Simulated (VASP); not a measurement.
# TaN (P6/mmm) in VASP: notebook

The runs below take TaN through electric field gradients, with LDA.

Everything below comes from runs of VASP 6.6.1. Logs are shortened: lines on timing, memory, paths and dates and some standing lists are left out, and cuts for length are marked.

### Step 1. The cell of the first run

The structure is hexagonal, space group P6/mmm (No. 191). The conventional cell has a = 5.133 Å, b = 5.133 Å, c = 2.908 Å, α = 90.00°, β = 90.00°, γ = 120.00°. Within 3.4 Å of Ta (site symmetry 6/mmm) lie 6 N at 2.57 Å and 14 Ta at 2.91 to 3.30 Å. Ta (site symmetry -6m2) has 6 N at 2.08 Å within 2.7 Å. N (site symmetry mmm) has 6 Ta at 2.08 to 2.57 Å and 4 N at 2.57 Å within 2.7 Å.

### Step 2. Electric field gradients, LDA (equal xx and yy strain of -1 %)

INCAR

```
  PREC = Accurate
  ENCUT = 520
  EDIFF = 1E-8
  ISMEAR = -1
  SIGMA = 0.03
  LREAL = False
  LASPH = True
  NELM = 60
  ALGO = Normal
  ISIF = 2
  LWAVE = False
  LCHARG = False
  LEFG = True
  NBANDS = 33
```

KPOINTS

```
regular mesh
0
Gamma
  5 5 8
```

POSCAR

```
TaN
1.0
    5.1331492632      0.0000000000      0.0000000000
   -2.5665746316      4.4454376634      0.0000000000
    0.0000000000      0.0000000000      2.9080000000
Ta N
3 3
Direct
    0.0000000000      0.0000000000      0.0000000000
    0.3333333333      0.6666666667      0.5000000000
    0.6666666667      0.3333333333      0.5000000000
    0.5000000000      0.0000000000      0.0000000000
    0.5000000000      0.5000000000      0.0000000000
    0.0000000000      0.5000000000      0.0000000000
```

Potentials or basis: VASP PAW LDA potentials, release 64 (Ta_pv, N).

The run is started by

```sh
> cat potpaw_LDA.64/Ta_pv/POTCAR potpaw_LDA.64/N/POTCAR > POTCAR
> mpirun -np 1 vasp_std > vasp.out
```

OUTCAR:

```text
PREC = Accurate
   ENCUT = 520
   EDIFF = 1E-8
   ISMEAR = -1
   LREAL = False
   LASPH = True
   NELM = 60
   ISIF = 2

 ion  position               nearest neighbor table
   1  0.000  0.000  0.000-   4 2.57   4 2.57   6 2.57   6 2.57   5 2.57   5 2.57   3 3.30   3 3.30
                             2 3.30   2 3.30   2 3.30   3 3.30   2 3.30   3 3.30   2 3.30   3 3.30
   2  0.333  0.667  0.500-   6 2.08   6 2.08   4 2.08   4 2.08   5 2.08   5 2.08   3 2.96   3 2.96
                             3 2.96   1 3.30   1 3.30   1 3.30   1 3.30   1 3.30   1 3.30
   3  0.667  0.333  0.500-   6 2.08   6 2.08   4 2.08   4 2.08   5 2.08   5 2.08   2 2.96   2 2.96
                             2 2.96   1 3.30   1 3.30   1 3.30   1 3.30   1 3.30   1 3.30
   4  0.500  0.000  0.000-   2 2.08   3 2.08   2 2.08   3 2.08   1 2.57   1 2.57
   5  0.500  0.500  0.000-   2 2.08   3 2.08   2 2.08   3 2.08   1 2.57   1 2.57
   6  0.000  0.500  0.000-   2 2.08   3 2.08   2 2.08   3 2.08   1 2.57   1 2.57

  LATTYP: Found a hexagonal cell.
 ALAT       =     5.1331492632
 C/A-ratio  =     0.5665138204

  Lattice vectors:

 A1 = (   5.1331492632,   0.0000000000,   0.0000000000)
 A2 = (  -2.5665746316,   4.4454376634,   0.0000000000)
 A3 = (   0.0000000000,   0.0000000000,   2.9080000000)

Analysis of symmetry for initial positions (statically):
=====================================================================
 Subroutine PRICEL returns:
 Original cell was already a primitive cell.

 Routine SETGRP: Setting up the symmetry group for a
 hexagonal supercell.

 Subroutine GETGRP returns: Found 24 space group operations
 (whereof 24 operations were pure point group operations)
 out of a pool of 24 trial point group operations.

The static configuration has the point symmetry D_6h.

Analysis of symmetry for dynamics (positions and initial velocities):
=====================================================================
 Subroutine PRICEL returns:
 Original cell was already a primitive cell.

 Routine SETGRP: Setting up the symmetry group for a
 hexagonal supercell.

 Subroutine GETGRP returns: Found 24 space group operations
 (whereof 24 operations were pure point group operations)
 out of a pool of 24 trial point group operations.

The dynamic configuration has the point symmetry D_6h.

 Subroutine INISYM returns: Found 24 space group operations
 (whereof 24 operations are pure point group operations),
 and found     1 'primitive' translations

----------------------------------------------------------------------------------------

                                     Primitive cell

  volume of cell :      66.3579

  direct lattice vectors                    reciprocal lattice vectors
     5.133149263  0.000000000  0.000000000     0.194812180  0.112474865  0.000000000
    -2.566574632  4.445437663  0.000000000     0.000000000  0.224949730  0.000000000
     0.000000000  0.000000000  2.908000000     0.000000000  0.000000000  0.343878955

  length of vectors
     5.133149263  5.133149263  2.908000000     0.224949730  0.224949730  0.343878955

  position of ions in fractional coordinates (direct lattice)
     0.000000000  0.000000000  0.000000000
     0.333333333  0.666666667  0.500000000
     0.666666667  0.333333333  0.500000000
     0.500000000  0.000000000  0.000000000
     0.500000000  0.500000000  0.000000000
     0.000000000  0.500000000  0.000000000

  ion indices of the primitive-cell ions
   primitive index   ion index
                 1           1
                 2           2
                 3           3
                 4           4
                 5           5
                 6           6

----------------------------------------------------------------------------------------

 KPOINTS: regular mesh

Automatic generation of k-mesh.
 Grid dimensions read from file:
 generate k-points for:    5    5    8

 Generating k-lattice:

  Cartesian coordinates                     Fractional coordinates (reciprocal lattice)
[... 58 lines left out ...]
   NELM   =     60;   NELMIN=  2; NELMDL= -5     # of ELM steps
   EDIFF  = 0.1E-07   stopping-criterion for ELM
   LREAL  =      F    real-space projection
   EDIFFG = 0.1E-06   stopping-criterion for IOM
   NSW    =      0    number of steps for IOM
   IBRION =     -1    ionic relax: 0-MD 1-quasi-New 2-CG
   NFREE  =      0    steps in history (QN), initial steepest desc. (CG)
   ISIF   =      2    stress and relaxation
   ISYM   =      2    0-nonsym 1-usesym 2-fastsym
   POTIM  = 0.5000    time-step for ionic-motion
   TEBEG  =    0.0;   TEEND  =   0.0 temperature during run
   PSTRESS=    0.0 pullay stress
   NELECT =      48.0000    total number of electrons
   NUPDOWN=      -1.0000    fix difference up-down
   EMIN   =  10.00;   EMAX   =-10.00  energy-range for DOS
   EFERMI =   0.00;   METHOD = LEGACY
   ISMEAR =    -1;   SIGMA  =   0.03  broadening in eV -4-tet -1-fermi 0-gaus
   EFERMI_NEDOS =   21; number of points for ismear=-14 and -15
   IALGO  =     38    algorithm
   IMIX   =      4    mixing-type and parameters
     AMIX     =   0.40;   BMIX     =  1.00
     AMIX_MAG =   1.60;   BMIX_MAG =  1.00
  volume/ion in A,a.u.               =      11.06        74.63
  Fermi-wavevector in a.u.,A,eV,Ry     =   1.469572  2.777089 29.383725  2.159643
  Thomas-Fermi vector in A             =   2.584934
   LORBIT       =      0    0 simple, 1 ext, 2 COOP (PROOUT), +10 PAW based schemes
   GGA     = CA    functional components
   LHFCALC =     F    Hartree Fock is set to
   AEXX    =    0.0000 exact exchange contribution
   IVDW    =     0    specifies the selected vdW correction
   LEPSILON=     F    determine dielectric tensor
   LRPA    =     F    only Hartree local field effects (RPA)
 non-spin polarized calculation
  energy-cutoff  :      520.00
  volume of cell :       66.36
 maximum number of plane-waves:      1822
 NGX is ok and might be reduce to    40
   NGX = 19   NGY = 19   NGZ = 11

 number of electron      48.0000002 magnetization

 Free energy of the ion-electron system (eV)
  ---------------------------------------------------
  ext. energy  EPLUGINS =         0.00000000
  ---------------------------------------------------
  free energy    TOTEN  =       -71.33880457 eV

  energy without entropy =      -71.33579442  energy(sigma->0) =      -71.33729950

 E-fermi :   8.2943     XC(G=0): -13.3976

 val. band max:        8.2470627195   @ k =   0.0000   0.0000   0.3750
 cond. band min:       8.3485944808   @ k =   0.2000  -0.0000   0.2500
 fundamental gap:      0.1015317613
 Fermi energy:         8.2942519518

 k-point     1 :       0.0000    0.0000    0.0000
  band No.  band energies     occupation
      1     -27.7041      2.00000
      2     -27.7041      2.00000
      3     -27.2842      2.00000
      4     -27.2842      2.00000
      5     -27.0719      2.00000
      6     -26.9379      2.00000
[... 853 lines left out ...]
     32      12.3492      0.00000
     33      13.8521      0.00000

 [... further k-points ...]

------------------------ aborting loop because EDIFF is reached ----------------------------------------

  FORCE on cell =-STRESS in cart. coord.  units (eV):
  Direction    XX          YY          ZZ          XY          YZ          ZX
  --------------------------------------------------------------------------------------
  -------------------------------------------------------------------------------------
  Total        1.7437513      1.7437513      0.2302187      0.0000000     -0.0000000      0.0000000
  in kB       42.1019591     42.1019591      5.5585105      0.0000000     -0.0000000      0.0000000
  external PRESSURE =      29.9208095 kB  Pullay stress =       0.0000000 kB

 VOLUME and BASIS-vectors are now :
 -----------------------------------------------------------------------------
  energy-cutoff  :      520.00
  volume of cell :       66.36
      direct lattice vectors                 reciprocal lattice vectors
     5.133149263  0.000000000  0.000000000     0.194812180  0.112474865  0.000000000
    -2.566574632  4.445437663  0.000000000     0.000000000  0.224949730  0.000000000
     0.000000000  0.000000000  2.908000000     0.000000000  0.000000000  0.343878955

 POSITION                                       TOTAL-FORCE (eV/Angst)
 -----------------------------------------------------------------------------------
      0.00000      0.00000      0.00000         0.000000     -0.000000      0.000000
     -0.00000      2.96363      1.45400        -0.000000      0.000000     -0.000000
      2.56657      1.48181      1.45400         0.000000     -0.000000      0.000000
      2.56657      0.00000      0.00000         0.000000     -0.000000      0.000000
      1.28329      2.22272      0.00000         0.000000     -0.000000      0.000000
     -1.28329      2.22272      0.00000        -0.000000     -0.000000      0.000000
 -----------------------------------------------------------------------------------
    total drift:                               -0.000000      0.000000     -0.000000

  FREE ENERGIE OF THE ION-ELECTRON SYSTEM (eV)
  ---------------------------------------------------
  free  energy   TOTEN  =       -71.3388045739 eV

  energy  without entropy=      -71.3357944164  energy(sigma->0) =      -71.33729950

 Electric field gradients (V/A^2)
---------------------------------------------------------------------
 ion       V_xx      V_yy      V_zz      V_xy      V_xz      V_yz
---------------------------------------------------------------------
   1     169.625   169.624  -339.249    -0.001     0.000     0.000
   2     191.648   191.648  -383.296     0.000     0.000     0.000
   3     191.648   191.648  -383.296     0.000     0.000     0.000
   4      34.360   -30.275    -4.085     0.001     0.000     0.000
   5     -14.117    18.202    -4.085    27.989     0.000    -0.000
   6     -14.117    18.202    -4.085   -27.988    -0.000     0.000
---------------------------------------------------------------------

 Electric field gradients after diagonalization (V/A^2)
 (convention: |V_zz| > |V_xx| > |V_yy|)
----------------------------------------------------------------------
 ion       V_xx      V_yy      V_zz     asymmetry (V_yy - V_xx)/ V_zz
----------------------------------------------------------------------
   1     169.626   169.623  -339.249       0.000
   2     191.648   191.648  -383.296       0.000
   3     191.648   191.648  -383.296       0.000
   4     -30.275    -4.085    34.360       0.762
   5     -30.276    -4.085    34.361       0.762
   6     -30.275    -4.085    34.360       0.762
----------------------------------------------------------------------

           NMR quadrupolar parameters

 Cq : quadrupolar parameter    Cq=e*Q*V_zz/h
 eta: asymmetry parameters     (V_yy - V_xx)/ V_zz
 Q  : nuclear electric quadrupole moment in mb (millibarn)
----------------------------------------------------------------------
 ion       Cq(MHz)       eta       Q (mb)
----------------------------------------------------------------------
   1      -0.820       0.000       1.000
   2      -0.927       0.000       1.000
   3      -0.927       0.000       1.000
   4       0.083       0.762       1.000
   5       0.083       0.762       1.000
   6       0.083       0.762       1.000
----------------------------------------------------------------------
```

It took 95 s on 1 thread of AMD EPYC 7R13, shared host; peak memory 0.16 GiB.

What came out:

```
Free energy                             : -71.3388 eV
Pressure                                : 3.0 GPa
Band gap on the k mesh                  : zero (bands 24 and 25 overlap by 2.19 eV)
Largest electric field gradient by atom : Ta -339.2, -383.3 (each value once); N +34.4 V/Å²
```

Stress tensor (GPa, compression positive):
```
4.21 0.00 0.00
0.00 4.21 0.00
0.00 0.00 0.56
```

Electric field gradients, principal values (V/Å²):
```
atom    least   middle  greatest (by size)
1 Ta  169.623  169.626            -339.249
2 Ta  191.648  191.648            -383.296
3 Ta  191.648  191.648            -383.296
 4 N   -4.085  -30.275              34.360
 5 N   -4.085  -30.276              34.361
 6 N   -4.085  -30.275              34.360
```

Caveat: the cell differs from its parent crystal (equal xx and yy strain of -1 %); without QUAD_EFG the Cq values of the log hold for a quadrupole moment of 1 mb, not for the nuclei; spin-orbit coupling is left out, which moves the levels of the heavy elements.

### Step 3. Electric field gradients, LDA (equal xx and yy strain of +1 %)

INCAR

```
PREC = Accurate
ENCUT = 520
EDIFF = 1E-8
ISMEAR = -1
SIGMA = 0.03
LREAL = F
LASPH = T
NELM = 60
ALGO = Normal
ISIF = 2
LWAVE = F
LCHARG = F
GGA = CA
LEFG = T
NBANDS = 33
```

KPOINTS is that of step 2.

POSCAR: that of step 2 with these lines changed.

```diff
@@ -2,4 +2,4 @@
 1.0
-    5.1331492632      0.0000000000      0.0000000000
-   -2.5665746316      4.4454376634      0.0000000000
+    5.2368492484      0.0000000000      0.0000000000
+   -2.6184246242      4.5352444848      0.0000000000
     0.0000000000      0.0000000000      2.9080000000
```

Potentials or basis: VASP PAW LDA potentials, release 64 (Ta_pv, N).

The run is started by

```sh
> cat potpaw_LDA.64/Ta_pv/POTCAR potpaw_LDA.64/N/POTCAR > POTCAR
> mpirun -np 1 vasp_std > vasp.out
```

OUTCAR:

```text
PREC = Accurate
   ENCUT = 520
   EDIFF = 1E-8
   ISMEAR = -1
   LREAL = F
   LASPH = T
   NELM = 60
   ISIF = 2
   GGA = CA

 ion  position               nearest neighbor table
   1  0.000  0.000  0.000-   5 2.62   6 2.62   6 2.62   5 2.62   4 2.62   4 2.62   3 3.35   3 3.35
                             2 3.35   2 3.35   2 3.35   3 3.35   2 3.35   3 3.35   2 3.35   3 3.35
   2  0.333  0.667  0.500-   4 2.10   4 2.10   6 2.10   6 2.10   5 2.10   5 2.10   3 3.02   3 3.02
                             3 3.02   1 3.35   1 3.35   1 3.35   1 3.35   1 3.35   1 3.35
   3  0.667  0.333  0.500-   4 2.10   4 2.10   6 2.10   6 2.10   5 2.10   5 2.10   2 3.02   2 3.02
                             2 3.02   1 3.35   1 3.35   1 3.35   1 3.35   1 3.35   1 3.35
   4  0.500  0.000  0.000-   2 2.10   3 2.10   2 2.10   3 2.10   1 2.62   1 2.62
   5  0.500  0.500  0.000-   2 2.10   3 2.10   2 2.10   3 2.10   1 2.62   1 2.62
   6  0.000  0.500  0.000-   2 2.10   3 2.10   2 2.10   3 2.10   1 2.62   1 2.62

  LATTYP: Found a hexagonal cell.
 ALAT       =     5.2368492484
 C/A-ratio  =     0.5552957250

  Lattice vectors:

 A1 = (   5.2368492484,   0.0000000000,   0.0000000000)
 A2 = (  -2.6184246242,   4.5352444848,   0.0000000000)
 A3 = (   0.0000000000,   0.0000000000,   2.9080000000)

Analysis of symmetry for initial positions (statically):
[... 1082 lines left out ...]

  FREE ENERGIE OF THE ION-ELECTRON SYSTEM (eV)
  ---------------------------------------------------
  free  energy   TOTEN  =       -71.3028325120 eV

  energy  without entropy=      -71.2975620422  energy(sigma->0) =      -71.30019728

 Electric field gradients (V/A^2)
---------------------------------------------------------------------
 ion       V_xx      V_yy      V_zz      V_xy      V_xz      V_yz
---------------------------------------------------------------------
   1     170.390   170.390  -340.780    -0.000     0.000     0.000
   2     182.603   182.604  -365.207     0.000     0.000    -0.000
   3     182.603   182.604  -365.207     0.000     0.000    -0.000
   4      32.111   -27.345    -4.767     0.001     0.000     0.000
   5     -12.481    17.248    -4.767    25.747     0.000    -0.000
   6     -12.481    17.248    -4.767   -25.745    -0.000    -0.000
---------------------------------------------------------------------

 Electric field gradients after diagonalization (V/A^2)
 (convention: |V_zz| > |V_xx| > |V_yy|)
----------------------------------------------------------------------
 ion       V_xx      V_yy      V_zz     asymmetry (V_yy - V_xx)/ V_zz
----------------------------------------------------------------------
   1     170.390   170.390  -340.780       0.000
   2     182.604   182.603  -365.207       0.000
   3     182.604   182.603  -365.207       0.000
   4     -27.345    -4.767    32.111       0.703
   5     -27.346    -4.767    32.113       0.703
   6     -27.345    -4.767    32.111       0.703
----------------------------------------------------------------------

           NMR quadrupolar parameters

 Cq : quadrupolar parameter    Cq=e*Q*V_zz/h
 eta: asymmetry parameters     (V_yy - V_xx)/ V_zz
 Q  : nuclear electric quadrupole moment in mb (millibarn)
----------------------------------------------------------------------
 ion       Cq(MHz)       eta       Q (mb)
----------------------------------------------------------------------
   1      -0.824       0.000       1.000
   2      -0.883       0.000       1.000
   3      -0.883       0.000       1.000
   4       0.078       0.703       1.000
   5       0.078       0.703       1.000
   6       0.078       0.703       1.000
----------------------------------------------------------------------
```

OSZICAR:

```text
N       E                     dE             d eps       ncg     rms          rms(c)
DAV:   1     0.440607999074E+03    0.44061E+03   -0.26083E+04  1650   0.152E+03
DAV:   2    -0.519759568300E+02   -0.49258E+03   -0.46845E+03  1897   0.439E+02
DAV:   3    -0.813685950121E+02   -0.29393E+02   -0.28705E+02  1962   0.102E+02
DAV:   4    -0.820418763945E+02   -0.67328E+00   -0.66375E+00  2114   0.143E+01
DAV:   5    -0.820569681146E+02   -0.15092E-01   -0.15074E-01  2067   0.172E+00    0.446E+01
DAV:   6    -0.720427707215E+02    0.10014E+02   -0.50349E+01  1979   0.381E+01    0.193E+01
DAV:   7    -0.715417297561E+02    0.50104E+00   -0.45411E+00  2125   0.145E+01    0.109E+01
DAV:   8    -0.713503655611E+02    0.19136E+00   -0.74041E-01  2063   0.526E+00    0.404E+00
DAV:   9    -0.713047032654E+02    0.45662E-01   -0.10628E-01  2015   0.291E+00    0.479E-01
DAV:  10    -0.713032518628E+02    0.14514E-02   -0.18191E-02  2096   0.688E-01    0.191E-01
DAV:  11    -0.713028690576E+02    0.38281E-03   -0.27946E-03  2029   0.332E-01    0.630E-02
DAV:  12    -0.713028330136E+02    0.36044E-04   -0.24356E-04  2013   0.906E-02    0.216E-02
DAV:  13    -0.713028324874E+02    0.52621E-06   -0.11074E-05  2097   0.209E-02    0.413E-03
DAV:  14    -0.713028326327E+02   -0.14527E-06   -0.10661E-06  2084   0.584E-03    0.333E-03
DAV:  15    -0.713028325122E+02    0.12047E-06   -0.59254E-07  2062   0.470E-03    0.323E-04
DAV:  16    -0.713028325120E+02    0.24829E-09   -0.21919E-08  1593   0.867E-04
   1 F= -.71302833E+02 E0= -.71300197E+02  d E =-.527047E-02
```

Wall time 93 s (1 thread of AMD EPYC 7R13, shared host); peak memory 0.16 GiB.

What came out:

```
Free energy                             : -71.3028 eV
Pressure                                : -8.4 GPa
Band gap on the k mesh                  : zero (bands 24 and 25 overlap by 2.11 eV)
Largest electric field gradient by atom : Ta -340.8, -365.2 (each value once); N +32.1 V/Å²
```

Electric field gradients, principal values (V/Å²):
```
atom    least   middle  greatest (by size)
1 Ta  170.390  170.390            -340.780
2 Ta  182.603  182.604            -365.207
3 Ta  182.603  182.604            -365.207
 4 N   -4.767  -27.345              32.111
 5 N   -4.767  -27.346              32.113
 6 N   -4.767  -27.345              32.111
```

Caveat: the cell differs from its parent crystal (equal xx and yy strain of +1 %); the cell stands under tension; without QUAD_EFG the Cq values of the log hold for a quadrupole moment of 1 mb, not for the nuclei; spin-orbit coupling is left out, which moves the levels of the heavy elements.

[end of part 1 of 2]

The gap in the log of VASP goes by the Fermi energy; the results here count the filled bands.